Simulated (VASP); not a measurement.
Runs of VASP 6.6.1 on Cu. The structure is that of space group Im-3m (No. 229), or close to it. The cells are those of the table. 

| cell | gap on the mesh (eV) | pressure (GPa) |
| --- | --- | --- |
| a = 2.627 Å, angles 111.0, 111.0, 106.4°, 1 atom | none | -13.2 |
| a = 2.453 Å, angles 109.9, 109.9, 108.6°, 1 atom | none | (a) |
| a = 2.453 Å, angles 108.8, 108.8, 110.8°, 1 atom | none | 9.4 |
| a = 2.586 Å, angles 111.0, 111.0, 106.4°, 1 atom | none | -10.2 |
| a = 2.455 Å, angles 107.8, 107.8, 112.9°, 1 atom | none | 9.7 |
| a = 2.454 Å, angles 111.0, 111.0, 106.4°, 1 atom | none | 9.4 |
| a = 2.586 Å, angles 107.8, 107.8, 112.9°, 1 atom | none | -10.2 |
| a = 2.584 Å, angles 108.8, 108.8, 110.8°, 1 atom | none | -10.2 |

Alike in all rows: task single point; level PBE; potentials or basis VASP PAW PBE potentials, release 64 (Cu); no spin polarisation; k mesh 24 × 24 × 24; cutoff (eV) 520; smearing gaussian 0.15 eV.

Estimate the missing entries.

(a) 9.3.

A gap of «none» marks levels without a gap at the run's occupations.
